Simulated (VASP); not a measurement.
# LiSi16 (a cell with a defect) in VASP: further runs

Runs on LiSi16 (a cell with a defect). Level: PBE. Tasks: single point.

All numbers are computed with VASP 6.6.1; they aren't measurements. Logs are shortened: lines on timing, memory, paths and dates and some standing lists are left out, and cuts for length are marked.

### 1 The cell of the first run

The cell holds a defect, 17 atoms: a = 7.679 Å, b = 7.679 Å, c = 7.679 Å, α = 60.00°, β = 60.00°, γ = 60.00°.

### 2 Single point, PBE

Input file INCAR:

```
SYSTEM = LiSi16
ALGO = Normal
EDIFF = 1E-6
ENCUT = 520
GGA = PE
ISIF = 2
ISMEAR = 0
LASPH = .True.
LCHARG = .False.
LREAL = Auto
LWAVE = .False.
NBANDS = 48
NELECT = 66.0
NELM = 60
PREC = Accurate
SIGMA = 0.05
```

Input file KPOINTS:

```
k-points
0
Gamma
  2 2 2
  0 0 0
```

Input file POSCAR:

```
LiSi16
1.0
    0.0000000000      5.4300000000      5.4300000000
    5.4300000000      0.0000000000      5.4300000000
    5.4300000000      5.4300000000      0.0000000000
Si Li
16 1
Direct
   -0.0202406077      0.0066306630      0.0070273481
    0.1227897790      0.1213207182      0.1221704420
    0.0066450276     -0.0146197974      0.5043463168
    0.1227193370      0.1214990792      0.6341933702
    0.0075718232      0.5034138122     -0.0145635359
    0.1227025783      0.6337799263      0.1221344383
    0.0067033149      0.5034948435      0.5043635359
    0.1473447514      0.6175701657      0.6175233886
    0.4963711786     -0.0002442910      0.0008691529
    0.6073301105      0.1304958564      0.1315509208
    0.4962324125     -0.0001033149      0.5038578269
    0.6293217311      0.1174342541      0.6270136280
    0.4963041436      0.5029137201      0.0008899632
    0.6299442910      0.6258702578      0.1182129834
    0.5167829650      0.4939656538      0.4950700737
    0.6293376611      0.6260999079      0.6269859116
    0.9260601289      0.3579477901      0.3579895948
```

Potentials or basis: VASP PAW PBE potentials, release 64 (Si, Li_sv).

Started as:

```
$ cat potpaw_PBE.64/Si/POTCAR potpaw_PBE.64/Li_sv/POTCAR > POTCAR
$ mpirun -np 1 vasp_std > vasp.out
```

OUTCAR:

```text
SYSTEM = LiSi16
   EDIFF = 1E-6
   ENCUT = 520
   GGA = PE
   ISIF = 2
   ISMEAR = 0
   LASPH = .True.
   LREAL = Auto
   NELECT = 66.0
   NELM = 60
   PREC = Accurate

 ion  position               nearest neighbor table
   1  0.980  0.007  0.007-  10 2.34   4 2.34   6 2.34   2 2.34
   2  0.123  0.121  0.122-   1 2.34   9 2.34   5 2.40   3 2.40  17 2.58
   3  0.007  0.985  0.504-   8 2.31  17 2.35  12 2.37   4 2.40   2 2.40
   4  0.123  0.121  0.634-   1 2.34  11 2.34   7 2.40   3 2.40  17 2.59
   5  0.008  0.503  0.985-   8 2.31  17 2.35  14 2.37   2 2.40   6 2.40
   6  0.123  0.634  0.122-   1 2.34  13 2.34   5 2.40   7 2.40  17 2.58
   7  0.007  0.503  0.504-   8 2.31  17 2.35  16 2.37   4 2.40   6 2.40
   8  0.147  0.618  0.618-   3 2.31   5 2.31   7 2.31  15 2.32
   9  0.496  1.000  0.001-  10 2.34   2 2.34  12 2.34  14 2.35
  10  0.607  0.130  0.132-   1 2.34  11 2.34   9 2.34  13 2.34
  11  0.496  1.000  0.504-  10 2.34   4 2.34  12 2.34  16 2.34
  12  0.629  0.117  0.627-  11 2.34   9 2.34  15 2.36   3 2.37
  13  0.496  0.503  0.001-  10 2.34   6 2.34  16 2.35  14 2.35
  14  0.630  0.626  0.118-   9 2.35  13 2.35  15 2.36   5 2.37
  15  0.517  0.494  0.495-   8 2.32  12 2.36  16 2.36  14 2.36  17 2.57
  16  0.629  0.626  0.627-  11 2.34  13 2.35  15 2.36   7 2.37
  17  0.926  0.358  0.358-   5 2.35   7 2.35   3 2.35  15 2.57   2 2.58   6 2.58   4 2.59

  LATTYP: Found a face centered cubic cell.
 ALAT       =    10.8600000000

  Lattice vectors:

 A1 = (   0.0000000000,   5.4300000000,   5.4300000000)
 A2 = (   5.4300000000,   0.0000000000,   5.4300000000)
 A3 = (   5.4300000000,   5.4300000000,   0.0000000000)

Analysis of symmetry for initial positions (statically):
=====================================================================
 Subroutine PRICEL returns:
 Original cell was already a primitive cell.

 Routine SETGRP: Setting up the symmetry group for a
 face centered cubic supercell.

 Subroutine GETGRP returns: Found  1 space group operations
 (whereof  1 operations were pure point group operations)
 out of a pool of 48 trial point group operations.

The static configuration has the point symmetry C_1 .

Analysis of symmetry for dynamics (positions and initial velocities):
=====================================================================
 Subroutine PRICEL returns:
 Original cell was already a primitive cell.

 Routine SETGRP: Setting up the symmetry group for a
 face centered cubic supercell.

 Subroutine GETGRP returns: Found  1 space group operations
 (whereof  1 operations were pure point group operations)
[... 121 lines left out ...]
   ISIF   =      2    stress and relaxation
   ISYM   =      2    0-nonsym 1-usesym 2-fastsym
   POTIM  = 0.5000    time-step for ionic-motion
   TEBEG  =    0.0;   TEEND  =   0.0 temperature during run
   PSTRESS=    0.0 pullay stress
   NELECT =      66.0000    total number of electrons
   NUPDOWN=      -1.0000    fix difference up-down
   EMIN   =  10.00;   EMAX   =-10.00  energy-range for DOS
   EFERMI =   0.00;   METHOD = LEGACY
   ISMEAR =     0;   SIGMA  =   0.05  broadening in eV -4-tet -1-fermi 0-gaus
   EFERMI_NEDOS =   21; number of points for ismear=-14 and -15
   IALGO  =     38    algorithm
   IMIX   =      4    mixing-type and parameters
     AMIX     =   0.40;   BMIX     =  1.00
     AMIX_MAG =   1.60;   BMIX_MAG =  1.00
  volume/ion in A,a.u.               =      18.84       127.11
  Fermi-wavevector in a.u.,A,eV,Ry     =   0.967044  1.827449 12.723821  0.935174
  Thomas-Fermi vector in A             =   2.096897
   LORBIT       =      0    0 simple, 1 ext, 2 COOP (PROOUT), +10 PAW based schemes
   GGA     = PE    functional components
   LHFCALC =     F    Hartree Fock is set to
   AEXX    =    0.0000 exact exchange contribution
   IVDW    =     0    specifies the selected vdW correction
   LEPSILON=     F    determine dielectric tensor
   LRPA    =     F    only Hartree local field effects (RPA)
 non-spin polarized calculation
 Gauss-broadening in eV      SIGMA  =   0.05
  energy-cutoff  :      520.00
  volume of cell :      320.21
 maximum number of plane-waves:      8646
 NGX is ok and might be reduce to    60
   NGX = 29   NGY = 29   NGZ = 29

 number of electron      65.9999997 magnetization

 Free energy of the ion-electron system (eV)
  ---------------------------------------------------
  ext. energy  EPLUGINS =         0.00000000
  ---------------------------------------------------
  free energy    TOTEN  =       -93.40430845 eV

  energy without entropy =      -93.40430845  energy(sigma->0) =      -93.40430845

 E-fermi :   6.3638     XC(G=0):  -9.4434

 val. band max:        6.0506135209   @ k =   0.0000   0.0000   0.0000
 cond. band min:       6.6190495042   @ k =   0.0000   0.0000   0.0000
 fundamental gap:      0.5684359833
 Fermi energy:         6.3637534303

 k-point     1 :       0.0000    0.0000    0.0000
  band No.  band energies     occupation
      1     -40.3338      2.00000
      2      -5.9190      2.00000
      3      -3.6716      2.00000
      4      -3.6095      2.00000
      5      -3.6091      2.00000
      6      -3.5913      2.00000
[... 373 lines left out ...]
     44      10.3027      0.00000
     45      10.3431      0.00000
 [bands above 45 left out]

------------------------ aborting loop because EDIFF is reached ----------------------------------------

  FORCE on cell =-STRESS in cart. coord.  units (eV):
  Direction    XX          YY          ZZ          XY          YZ          ZX
  --------------------------------------------------------------------------------------
  -------------------------------------------------------------------------------------
  Total       -1.1943270     -1.2008502     -1.1940994      0.2818482     -0.2944966      0.3019850
  in kB       -5.9759141     -6.0085537     -5.9747753      1.4102510     -1.4735379      1.5110069
  external PRESSURE =      -5.9864143 kB  Pullay stress =       0.0000000 kB

 VOLUME and BASIS-vectors are now :
 -----------------------------------------------------------------------------
  energy-cutoff  :      520.00
  volume of cell :      320.21
      direct lattice vectors                 reciprocal lattice vectors
     0.000000000  5.430000000  5.430000000    -0.092081031  0.092081031  0.092081031
     5.430000000  0.000000000  5.430000000     0.092081031 -0.092081031  0.092081031
     5.430000000  5.430000000  0.000000000     0.092081031  0.092081031 -0.092081031

 POSITION                                       TOTAL-FORCE (eV/Angst)
 -----------------------------------------------------------------------------------
      0.07416      5.35825      5.35610        -0.061620      0.069508      0.060474
      1.32216      1.33013      1.32552         0.014675      0.031702      0.037124
      8.08922      2.77468      5.38670        -0.031683      0.022611      0.039631
      4.10341      4.11004      1.32611        -0.029719     -0.016453      0.029499
      8.08446      5.39204      2.77465        -0.007636      0.030356      0.015743
      4.10461      1.32947      4.10770        -0.041450      0.034762     -0.020008
[... 9 lines left out ...]
      6.80426      6.82184      6.81703        -0.014223      0.021019      0.006673
      3.88754      6.97239      6.97216         0.301255     -0.300549     -0.300116
 -----------------------------------------------------------------------------------
    total drift:                                0.002346     -0.005744     -0.001184

  FREE ENERGIE OF THE ION-ELECTRON SYSTEM (eV)
  ---------------------------------------------------
  free  energy   TOTEN  =       -93.4043084514 eV

  energy  without entropy=      -93.4043084514  energy(sigma->0) =      -93.40430845
```

OSZICAR:

```text
N       E                     dE             d eps       ncg     rms          rms(c)
DAV:   1     0.174496439247E+03    0.17450E+03   -0.25061E+04   768   0.116E+03
DAV:   2    -0.751657398565E+02   -0.24966E+03   -0.23361E+03   920   0.188E+02
DAV:   3    -0.938388092933E+02   -0.18673E+02   -0.18291E+02  1120   0.432E+01
DAV:   4    -0.949617843424E+02   -0.11230E+01   -0.11125E+01  1216   0.962E+00
DAV:   5    -0.949954873903E+02   -0.33703E-01   -0.33696E-01  1000   0.146E+00    0.142E+01
DAV:   6    -0.938856017620E+02    0.11099E+01   -0.94481E-01   920   0.323E+00    0.870E+00
DAV:   7    -0.933882337951E+02    0.49737E+00   -0.14589E+00   944   0.362E+00    0.110E+00
DAV:   8    -0.933983495840E+02   -0.10116E-01   -0.13426E-01   888   0.134E+00    0.493E-01
DAV:   9    -0.934023809091E+02   -0.40313E-02   -0.11008E-02   928   0.379E-01    0.237E-01
DAV:  10    -0.934037043971E+02   -0.13235E-02   -0.15983E-03   888   0.133E-01    0.114E-01
DAV:  11    -0.934042721829E+02   -0.56779E-03   -0.60241E-04   896   0.895E-02    0.290E-02
DAV:  12    -0.934043023450E+02   -0.30162E-04   -0.60756E-05  1000   0.277E-02    0.124E-02
DAV:  13    -0.934043079331E+02   -0.55881E-05   -0.13981E-05   928   0.136E-02    0.401E-03
DAV:  14    -0.934043084514E+02   -0.51835E-06   -0.61895E-07   560   0.294E-03
   1 F= -.93404308E+02 E0= -.93404308E+02  d E =-.167904E-13
```

It took 2.5 min on 1 thread of AMD EPYC 9R45 (Zen 5), shared host; peak memory 0.45 GiB.

What came out:

| Item | Value |
| --- | --- |
| Free energy | -93.4043 eV |
| Largest force | 0.521 eV/Å |

Forces in eV/Å, atoms in the order of the input:
```
Si  -0.062  0.070  0.060
Si   0.015  0.032  0.037
Si  -0.032  0.023  0.040
Si  -0.030 -0.016  0.029
Si  -0.008  0.030  0.016
Si  -0.041  0.035 -0.020
Si  -0.036  0.019  0.035
Si   0.015 -0.008 -0.022
Si  -0.018  0.024  0.016
Si  -0.051  0.041  0.055
Si  -0.022  0.017  0.019
Si  -0.009  0.018  0.013
Si  -0.017  0.022  0.020
Si  -0.017  0.018  0.012
Si   0.025 -0.044 -0.018
Si  -0.014  0.021  0.007
Li   0.301 -0.301 -0.300
```

Caveat: the k points lie up to 0.50 Å⁻¹ apart; the cell carries a net charge on a neutralising background, which shifts energy and pressure; the cell is charged against a uniform background, so pressure and absolute levels hang on convention; the cutoff is under 1.25 times the usual one of these potentials, so pressure, stress and relaxed cells hold a basis-set (Pulay) error.

(Part 1 of 2 ends here.)
